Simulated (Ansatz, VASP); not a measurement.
## One calculation of Mo, two programs

The input POSCAR:

```
Mo
1.0
   -1.6148719360      1.6148719360      1.6148719360
    1.6148719360     -1.6148719360      1.6148719360
    1.6148719360      1.6148719360     -1.6148719360
Mo
1
Direct
    0.0000000000      0.0000000000      0.0000000000
```

File INCAR.step1:

```
PREC     = Accurate       # precision mode
ENCUT    = 520            # plane-wave cutoff, eV
ISMEAR   = -1             # smearing method
SIGMA    = 0.05           # smearing width, eV
LREAL    = F              # projectors in reciprocal space
LASPH    = T              # aspherical terms in the spheres
NELM     = 80             # most SCF steps
NBANDS   = 13             # bands
GGA      = PE             # functional
ALGO     = Normal         # electronic algorithm
EDIFF    = 1E-4           # SCF threshold, eV
LWAVE    = T              # write WAVECAR
LCHARG   = F              # write CHGCAR
```

Contents of INCAR.step2:

```
PREC     = Accurate       # precision mode
ENCUT    = 520            # plane-wave cutoff, eV
EDIFF    = 1E-8           # SCF threshold, eV
ISMEAR   = -1             # smearing method
SIGMA    = 0.05           # smearing width, eV
LREAL    = F              # projectors in reciprocal space
LASPH    = T              # aspherical terms in the spheres
NELM     = 80             # most SCF steps
ALGO     = Normal         # electronic algorithm
ISIF     = 2              # what is computed and relaxed
LWAVE    = F              # write WAVECAR
LCHARG   = F              # write CHGCAR
METAGGA  = R2SCAN         # meta-GGA
LMIXTAU  = T            
LEFG     = T            
NBANDS   = 13             # bands
ISTART   = 1
```

The input KPOINTS:

```
Automatic mesh
0
Gamma
  15 15 15
```

Input for Ansatz:

```yaml
crystal:
  lattice:
    - [-1.614871936, 1.614871936, 1.614871936]
    - [1.614871936, -1.614871936, 1.614871936]
    - [1.614871936, 1.614871936, -1.614871936]
  atoms:
    - { symbol: Mo, position: [0.0, 0.0, 0.0] }
kpoints:
  mp_grid: { grid: [15, 15, 15] }
scf:
  occupations: { method: fermi_dirac, width: 0.05 }
hamiltonian:
  xc: r2scan
  pseudopotentials: { kind: paw }
output:
  forces: true
  stress: true
  eigenvalues: true
  efg: { contact_densities: true }
```

Change from the starting cell: volume scaled by 1.06, PAW files.

Alike in both runs: task electric field gradients; functional r2SCAN; k mesh 15 × 15 × 15; occupations fermi-dirac, width 0.05 eV; no spin polarisation.

```csv
,VASP,Ansatz
version,VASP 6.6.1,Ansatz 0.2.0
potentials or method,"VASP PAW PBE potentials, release 64 (Mo_sv)","PAW with Ansatz's default frozen-core files, scalar-relativistic"
plane-wave cutoff (eV),520,500
valence electrons in the cell,14,14
```

```tsv
	VASP	Ansatz	Ansatz less VASP
pressure (GPa)	-16.6	-17.4	-0.81
```

VASP's potentials were made for PBE, not for r2SCAN.
